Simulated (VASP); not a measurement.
# C (P6_3mc) in VASP: notebook, part 2 of 2

VASP 6.6.1. Earlier steps stand in the parts before.

## (3) Single point, PBE (strained and its atoms moved)

The input, INCAR:

```
  ALGO = Normal
  EDIFF = 1E-6
  ENCUT = 520
  GGA = PE
  ISIF = 2
  ISMEAR = 0
  LASPH = T
  LCHARG = F
  LREAL = F
  LWAVE = F
  NBANDS = 16
  NELM = 80
  PREC = Accurate
  SIGMA = 0.1
```

The input, KPOINTS:

```
k-points
0
Gamma
  21 21 6
```

The input, POSCAR:

```
C
1.0
    2.3859447509      0.0000000000      0.0000000000
   -1.1929723754      2.0662887663      0.0000000000
    0.0000000000      0.0000000000      6.6607863000
C
4
Direct
    0.0000000000      0.0000000000     -0.0220913108
    0.0000000000      0.0000000000      0.4779086892
    0.3333333333      0.6666666667      0.0270913108
    0.6666666667      0.3333333333      0.5270913108
```

Potentials or basis: VASP PAW PBE potentials, release 64 (C).

Command:

```console
cat potpaw_PBE.64/C/POTCAR > POTCAR
mpirun -np 1 vasp_std > vasp.out
```

OUTCAR:

```text
EDIFF = 1E-6
   ENCUT = 520
   GGA = PE
   ISIF = 2
   ISMEAR = 0
   LASPH = T
   LREAL = F
   NELM = 80
   PREC = Accurate

 ion  position               nearest neighbor table
   1  0.000  0.000  0.978-   3 1.42   3 1.42   3 1.42
   2  0.000  0.000  0.478-   4 1.42   4 1.42   4 1.42
   3  0.333  0.667  0.027-   1 1.42   1 1.42   1 1.42
   4  0.667  0.333  0.527-   2 1.42   2 1.42   2 1.42

  LATTYP: Found a hexagonal cell.
 ALAT       =     2.3859447509
 C/A-ratio  =     2.7916766713

  Lattice vectors:

 A1 = (   2.3859447509,   0.0000000000,   0.0000000000)
 A2 = (  -1.1929723754,   2.0662887663,   0.0000000000)
 A3 = (   0.0000000000,   0.0000000000,   6.6607863000)

Analysis of symmetry for initial positions (statically):
=====================================================================
 Subroutine PRICEL returns:
 Original cell was already a primitive cell.

 Routine SETGRP: Setting up the symmetry group for a
 hexagonal supercell.

 Subroutine GETGRP returns: Found 12 space group operations
 (whereof  6 operations were pure point group operations)
 out of a pool of 24 trial point group operations.

The static configuration has the point symmetry C_3v.
 The point group associated with its full space group is C_6v.

Analysis of symmetry for dynamics (positions and initial velocities):
=====================================================================
 Subroutine PRICEL returns:
 Original cell was already a primitive cell.

 Routine SETGRP: Setting up the symmetry group for a
 hexagonal supercell.

 Subroutine GETGRP returns: Found 12 space group operations
[... 122 lines left out ...]
   EFERMI =   0.00;   METHOD = LEGACY
   ISMEAR =     0;   SIGMA  =   0.10  broadening in eV -4-tet -1-fermi 0-gaus
   EFERMI_NEDOS =   21; number of points for ismear=-14 and -15
   IALGO  =     38    algorithm
   IMIX   =      4    mixing-type and parameters
     AMIX     =   0.40;   BMIX     =  1.00
     AMIX_MAG =   1.60;   BMIX_MAG =  1.00
  volume/ion in A,a.u.               =       8.21        55.40
  Fermi-wavevector in a.u.,A,eV,Ry     =   1.288217  2.434378 22.578927  1.659504
  Thomas-Fermi vector in A             =   2.420185
   LORBIT       =      0    0 simple, 1 ext, 2 COOP (PROOUT), +10 PAW based schemes
   GGA     = PE    functional components
   LHFCALC =     F    Hartree Fock is set to
   AEXX    =    0.0000 exact exchange contribution
   IVDW    =     0    specifies the selected vdW correction
   LEPSILON=     F    determine dielectric tensor
   LRPA    =     F    only Hartree local field effects (RPA)
 non-spin polarized calculation
 Gauss-broadening in eV      SIGMA  =   0.10
  energy-cutoff  :      520.00
  volume of cell :       32.84
 maximum number of plane-waves:       910
 NGX is ok and might be reduce to    18
   NGX =  9   NGY =  9   NGZ = 25

 number of electron      16.0000004 magnetization

 Free energy of the ion-electron system (eV)
  ---------------------------------------------------
  ext. energy  EPLUGINS =         0.00000000
  ---------------------------------------------------
  free energy    TOTEN  =       -34.74364433 eV

  energy without entropy =      -34.74305786  energy(sigma->0) =      -34.74335109

 E-fermi :   5.1169     XC(G=0): -10.7355

 val. band max:        5.1123668137   @ k =   0.3333   0.3333   0.5000
 cond. band min:       5.1277632566   @ k =   0.3333   0.3333   0.3333
 fundamental gap:      0.0153964428
 Fermi energy:         5.1168897391

 k-point     1 :       0.0000    0.0000    0.0000
  band No.  band energies     occupation
      1     -14.8317      2.00000
      2     -14.4998      2.00000
      3      -3.7767      2.00000
      4      -1.4437      2.00000
      5       3.3701      2.00000
      6       3.3701      2.00000
[... 433 lines left out ...]
      3      -2.0596      2.00000
      4      -1.3787      2.00000
      5      -0.9779      2.00000
      6       0.4048      2.00000
[... 8 lines left out ...]
     15      18.0179      0.00000
     16      18.2270      0.00000

 [... further k-points ...]

------------------------ aborting loop because EDIFF is reached ----------------------------------------

  FORCE on cell =-STRESS in cart. coord.  units (eV):
  Direction    XX          YY          ZZ          XY          YZ          ZX
  --------------------------------------------------------------------------------------
  -------------------------------------------------------------------------------------
  Total        8.8402726      8.8402726     -2.8887092      0.0000000      0.0000000      0.0000000
  in kB      431.3197490    431.3197490   -140.9410519      0.0000000      0.0000000      0.0000000
  external PRESSURE =     240.5661487 kB  Pullay stress =       0.0000000 kB

 VOLUME and BASIS-vectors are now :
 -----------------------------------------------------------------------------
  energy-cutoff  :      520.00
  volume of cell :       32.84
      direct lattice vectors                 reciprocal lattice vectors
     2.385944751  0.000000000  0.000000000     0.419121189  0.241979731  0.000000000
    -1.192972375  2.066288766  0.000000000     0.000000000  0.483959462  0.000000000
     0.000000000  0.000000000  6.660786300     0.000000000  0.000000000  0.150132425

 POSITION                                       TOTAL-FORCE (eV/Angst)
 -----------------------------------------------------------------------------------
      0.00000      0.00000      6.51364        -0.000000      0.000000      5.494679
      0.00000      0.00000      3.18325         0.000000      0.000000      5.494679
     -0.00000      1.37753      0.18045         0.000000      0.000000     -5.494679
      1.19297      0.68876      3.51084        -0.000000      0.000000     -5.494679
 -----------------------------------------------------------------------------------
    total drift:                                0.000000      0.000000      0.000166

  FREE ENERGIE OF THE ION-ELECTRON SYSTEM (eV)
  ---------------------------------------------------
  free  energy   TOTEN  =       -34.7436443312 eV

  energy  without entropy=      -34.7430578561  energy(sigma->0) =      -34.74335109
```

OSZICAR:

```text
N       E                     dE             d eps       ncg     rms          rms(c)
DAV:   1     0.294245856245E+02    0.29425E+02   -0.78310E+03  6144   0.924E+02
DAV:   2    -0.350989112835E+02   -0.64523E+02   -0.58116E+02  8520   0.183E+02
DAV:   3    -0.373922438227E+02   -0.22933E+01   -0.22813E+01  7888   0.322E+01
DAV:   4    -0.374094734189E+02   -0.17230E-01   -0.17224E-01  7928   0.334E+00
DAV:   5    -0.374097070872E+02   -0.23367E-03   -0.23365E-03  7832   0.366E-01    0.927E+00
DAV:   6    -0.353651182736E+02    0.20446E+01   -0.13454E+00  8424   0.756E+00    0.535E+00
DAV:   7    -0.347321546147E+02    0.63296E+00   -0.16470E+00  8416   0.854E+00    0.152E+00
DAV:   8    -0.347458011569E+02   -0.13647E-01   -0.12391E-01  7384   0.208E+00    0.369E-01
DAV:   9    -0.347435522264E+02    0.22489E-02   -0.32164E-03  7648   0.419E-01    0.949E-02
DAV:  10    -0.347435908735E+02   -0.38647E-04   -0.58939E-04  8128   0.164E-01    0.410E-02
DAV:  11    -0.347436452647E+02   -0.54391E-04   -0.58428E-05  6776   0.553E-02    0.754E-03
DAV:  12    -0.347436438631E+02    0.14016E-05   -0.15090E-06  8104   0.894E-03    0.420E-03
DAV:  13    -0.347436443312E+02   -0.46814E-06   -0.10158E-06  6880   0.765E-03
   1 F= -.34743644E+02 E0= -.34743351E+02  d E =-.586475E-03
```

Run time: 2.2 min. Hardware: 1 thread of Intel Xeon 8259CL, shared host; peak memory 0.19 GiB.

What came out:

```yaml
Free_energy: -34.7436 eV
Pressure: 24.1 GPa
Largest_force: 5.495 eV/Å
Band_gap_on_the_k_mesh: zero (bands 8 and 9 overlap by 0.03 eV)
```

Forces in eV/Å, atoms in the order of the input:
```
C    0.000  0.000  5.495
C    0.000  0.000  5.495
C    0.000  0.000 -5.495
C    0.000  0.000 -5.495
```

Caveat: the cell differs from its parent crystal (strained and its atoms moved); the stress differs along the axes, from -14 to 43 GPa; this functional lacks dispersion, which binds layers or chains, so the pressure and a relaxed spacing across them are unreliable; forces of over 1 eV/Å act on the atoms, so gaps and moduli don't describe the material at rest.

## (4) Single point, PBE (strained)

The input, INCAR:

```
PREC = Accurate
ENCUT = 520
EDIFF = 1E-6
ISMEAR = 0
SIGMA = 0.1
LREAL = F
LASPH = T
NELM = 100
ALGO = Normal
ISIF = 2
LWAVE = F
LCHARG = T
GGA = PE
LELF = T
LVHAR = T
NBANDS = 16
```

The input, KPOINTS:

```
regular mesh
0
Gamma
  21 21 6
```

The input, POSCAR:

```
C
1.0
    2.5984881485      0.0000000000      0.0000000000
   -1.2992440743      2.2503567480      0.0000000000
    0.0000000000      0.0000000000      6.5321158000
C
4
Direct
    0.0000000000      0.0000000000      0.0220913108
    0.0000000000      0.0000000000      0.5220913108
    0.3333333333      0.6666666667     -0.0170913108
    0.6666666667      0.3333333333      0.4829086892
```

Command:

```console
cat potpaw_PBE.64/C/POTCAR > POTCAR
mpirun -np 1 vasp_std > vasp.out
```

Run time: 2.7 min. Hardware: 1 thread of Intel Xeon 8259CL, shared host; peak memory 0.21 GiB.

Results (log left out):

- Free energy: -35.0883 eV
- Pressure: -34.2 GPa
- Largest force: 4.112 eV/Å
- Band gap on the k mesh: zero (bands 8 and 9 overlap by 0.04 eV)

Forces in eV/Å, atoms in the order of the input:
```
C    0.000  0.000 -4.112
C    0.000  0.000 -4.112
C    0.000  0.000  4.112
C    0.000  0.000  4.112
```

Stress tensor (GPa, compression positive):
```
-49.16   0.00   0.00
  0.00 -49.16   0.00
  0.00   0.00  -4.32
```

Levels at points of the mesh, in eV from the Fermi level:
| k point | band 4 | band 5 | band 6 | band 7 | band 8 | band 9 | band 10 | band 11 | band 12 | band 13 |
| --- | --- | --- | --- | --- | --- | --- | --- | --- | --- | --- |
| (0.00, 0.00, 0.00) | -4.92 | -2.41 | -2.41 | -2.37 | -2.37 | 3.75 | 7.46 | 7.46 | 7.55 | 7.55 |
| (0.00, 0.00, 0.50) | -6.37 | -2.39 | -2.39 | -2.39 | -2.39 | 6.22 | 6.22 | 7.51 | 7.51 | 7.51 |

Caveat: the cell differs from its parent crystal (strained); the stress differs along the axes, from -49 to -4 GPa; this functional lacks dispersion, which binds layers or chains, so the pressure and a relaxed spacing across them are unreliable; forces of over 1 eV/Å act on the atoms, so gaps and moduli don't describe the material at rest.

## (5) Single point, PBE (strained and its atoms moved)

Edit INCAR of step 4 so:

```diff
@@ -2,3 +2,3 @@
 ENCUT = 520
-EDIFF = 1E-6
+EDIFF = 1E-7
 ISMEAR = 0
```

The input, KPOINTS:

```
Automatic mesh
0
Gamma
  21 21 6
```

The input, POSCAR:

```
C
1.0
    2.5303161813      0.0000000000      0.0000000000
   -1.2651580907      2.1913180926      0.0000000000
    0.0000000000      0.0000000000      7.0576618000
C
4
Direct
    0.0000000000      0.0000000000     -0.0147275405
    0.0000000000      0.0000000000      0.4852724595
    0.3333333333      0.6666666667      0.0197275405
    0.6666666667      0.3333333333      0.5197275405
```

Command:

```console
cat potpaw_PBE.64/C/POTCAR > POTCAR
mpirun -np 1 vasp_std > vasp.out
```

Wall time 3.3 min (1 thread of Intel Xeon 8259CL, shared host); peak memory 0.21 GiB.

Results (log left out):

```yaml
Free_energy: -35.7264 eV
Pressure: -18.8 GPa
Largest_force: 4.048 eV/Å
Band_gap_on_the_k_mesh: zero (bands 8 and 9 overlap by 0.02 eV)
```

Forces in eV/Å, atoms in the order of the input:
```
C    0.000  0.000  4.048
C    0.000  0.000  4.048
C    0.000  0.000 -4.048
C    0.000  0.000 -4.048
```

Stress tensor (GPa, compression positive):
```
-25.03   0.00   0.00
  0.00 -25.03   0.00
  0.00   0.00  -6.28
```

Levels at points of the mesh, in eV from the Fermi level:
```tsv
k point	band 6	band 7	band 8	band 9	band 10	band 11
(0.00, 0.00, 0.00)	-2.45	-2.43	-2.43	3.25	7.93	7.93
(0.00, 0.00, 0.50)	-2.44	-2.44	-2.44	5.46	5.46	7.95
```

Caveat: the cell differs from its parent crystal (strained and its atoms moved); the stress differs along the axes, from -25 to -6 GPa; this functional lacks dispersion, which binds layers or chains, so the pressure and a relaxed spacing across them are unreliable; forces of over 1 eV/Å act on the atoms, so gaps and moduli don't describe the material at rest.

## (6) Single point, PBE (strained and its atoms moved)

The input, INCAR:

```
PREC = Accurate
ENCUT = 520
EDIFF = 1E-7
ISMEAR = 0
SIGMA = 0.1
LREAL = F
LASPH = T
NELM = 80
ALGO = Normal
ISIF = 2
LWAVE = F
LCHARG = F
GGA = PE
NBANDS = 16
```

The input, KPOINTS:

```
regular mesh
0
Gamma
  21 21 6
```

The input, POSCAR:

```
C
1.0
    2.5598079671      0.0000000000      0.0000000000
   -1.2799039836      2.2168587283      0.0000000000
    0.0000000000      0.0000000000      7.1387344000
C
4
Direct
    0.0000000000      0.0000000000     -0.0147275405
    0.0000000000      0.0000000000      0.4852724595
    0.3333333333      0.6666666667      0.0197275405
    0.6666666667      0.3333333333      0.5197275405
```

Potentials or basis: VASP PAW PBE potentials, release 64 (C).

Command:

```console
cat potpaw_PBE.64/C/POTCAR > POTCAR
mpirun -np 1 vasp_std > vasp.out
```

Run time: 3 min. Hardware: 1 thread of Intel Xeon 8259CL, shared host; peak memory 0.21 GiB.

Results (log left out):

```yaml
Free_energy: -35.5380 eV
Pressure: -24.9 GPa
Largest_force: 4.049 eV/Å
Band_gap_on_the_k_mesh: zero (bands 8 and 9 overlap by 0.01 eV)
```

Forces in eV/Å, atoms in the order of the input:
```
C    0.000  0.000  4.049
C    0.000  0.000  4.049
C    0.000  0.000 -4.049
C    0.000  0.000 -4.049
```

Stress tensor (GPa, compression positive):
```
-34.22   0.00   0.00
  0.00 -34.22   0.00
  0.00   0.00  -6.34
```

Levels at points of the mesh, in eV from the Fermi level:
```
           k point  band 4  band 5  band 6  band 7  band 8  band 9  band 10  band 11  band 12  band 13
(0.00, 0.00, 0.00)   -5.77   -2.45   -2.45   -2.44   -2.44    3.30     7.72     7.72     7.76     7.76
(0.00, 0.00, 0.50)   -6.66   -2.45   -2.45   -2.45   -2.45    5.42     5.42     7.74     7.74     7.74
```

Caveat: the cell differs from its parent crystal (strained and its atoms moved); the stress differs along the axes, from -34 to -6 GPa; this functional lacks dispersion, which binds layers or chains, so the pressure and a relaxed spacing across them are unreliable; forces of over 1 eV/Å act on the atoms, so gaps and moduli don't describe the material at rest.

## (7) Single point, PBE (strained)

The input, INCAR:

```
  PREC = Accurate
  ENCUT = 520
  EDIFF = 1E-6
  ISMEAR = 0
  SIGMA = 0.1
  LREAL = False
  LASPH = True
  NELM = 60
  ALGO = Normal
  ISIF = 2
  LWAVE = False
  LCHARG = False
  GGA = PE
  NBANDS = 16
```

The input, KPOINTS:

```
Automatic mesh
0
Gamma
  21 21 6
```

The input, POSCAR:

```
C
1.0
    2.5727754609      0.0000000000      0.0000000000
   -1.2863877305      2.2280889073      0.0000000000
    0.0000000000      0.0000000000      7.1743819000
C
4
Direct
    0.0000000000      0.0000000000      0.0147275405
    0.0000000000      0.0000000000      0.5147275405
    0.3333333333      0.6666666667     -0.0097275405
    0.6666666667      0.3333333333      0.4902724595
```

Command:

```console
cat potpaw_PBE.64/C/POTCAR > POTCAR
mpirun -np 1 vasp_std > vasp.out
```

It took 2.6 min on 1 thread of Intel Xeon 8259CL, shared host; peak memory 0.21 GiB.

The run converged. Its results:

* Free energy: -35.9340 eV
* Pressure: -26.8 GPa
* Largest force: 2.875 eV/Å
* Band gap on the k mesh: zero (bands 8 and 9 overlap by 0.01 eV)

Forces in eV/Å, atoms in the order of the input:
```
C    0.000  0.000 -2.875
C    0.000  0.000 -2.875
C    0.000  0.000  2.875
C    0.000  0.000  2.875
```

Stress tensor (GPa, compression positive):
```
-39.04   0.00   0.00
  0.00 -39.04   0.00
  0.00   0.00  -2.43
```

Levels at points of the mesh, in eV from the Fermi level:
| k point | band 6 | band 7 | band 8 | band 9 | band 10 | band 11 |
| --- | --- | --- | --- | --- | --- | --- |
| (0.00, 0.00, 0.00) | -2.75 | -2.74 | -2.74 | 3.75 | 7.58 | 7.58 |
| (0.00, 0.00, 0.50) | -2.74 | -2.74 | -2.74 | 5.85 | 5.85 | 7.59 |

Caveat: the cell differs from its parent crystal (strained); the stress differs along the axes, from -39 to -2 GPa; this functional lacks dispersion, which binds layers or chains, so the pressure and a relaxed spacing across them are unreliable; forces of over 1 eV/Å act on the atoms, so gaps and moduli don't describe the material at rest.

## (8) The runs side by side

```csv
cell,gap on the mesh (eV),pressure (GPa),largest force (eV/Å)
"a = 2.417, b = 2.417, c = 6.441 Å, angles 90.0, 90.0, 120.0°, 4 atoms, atomic positions A",none,4.6,8.59
"a = 2.386, b = 2.386, c = 6.661 Å, angles 90.0, 90.0, 120.0°, 4 atoms, atomic positions B",none,24.1,5.49
"a = 2.598, b = 2.598, c = 6.532 Å, angles 90.0, 90.0, 120.0°, 4 atoms, atomic positions C",none,-34.2,4.11
"a = 2.530, b = 2.530, c = 7.058 Å, angles 90.0, 90.0, 120.0°, 4 atoms, atomic positions D",none,-18.8,4.05
"a = 2.560, b = 2.560, c = 7.139 Å, angles 90.0, 90.0, 120.0°, 4 atoms, atomic positions D",none,-24.9,4.05
"a = 2.573, b = 2.573, c = 7.174 Å, angles 90.0, 90.0, 120.0°, 4 atoms, atomic positions E",none,-26.8,2.87
```

Alike in all rows: task single point; level PBE; potentials or basis VASP PAW PBE potentials, release 64 (C); no spin polarisation; k mesh 21 × 21 × 6; cutoff (eV) 520; smearing gaussian 0.1 eV.

Caveats: this functional lacks dispersion, which binds layers or chains, so the pressure and a relaxed spacing across them are unreliable; forces of over 1 eV/Å act on the atoms, so gaps and moduli don't describe the material at rest; the stress differs along the axes, from -39 to 27 GPa (at least some runs); the stress differs along the axes, from -14 to 43 GPa (at least some runs); the stress differs along the axes, from -49 to -4 GPa (at least some runs); the stress differs along the axes, from -25 to -6 GPa (at least some runs); the stress differs along the axes, from -34 to -6 GPa (at least some runs).

Total energies depend on the potentials used, so only differences within one code and one set of settings carry meaning.

The gap in the log of VASP goes by the Fermi energy; the results here count the filled bands.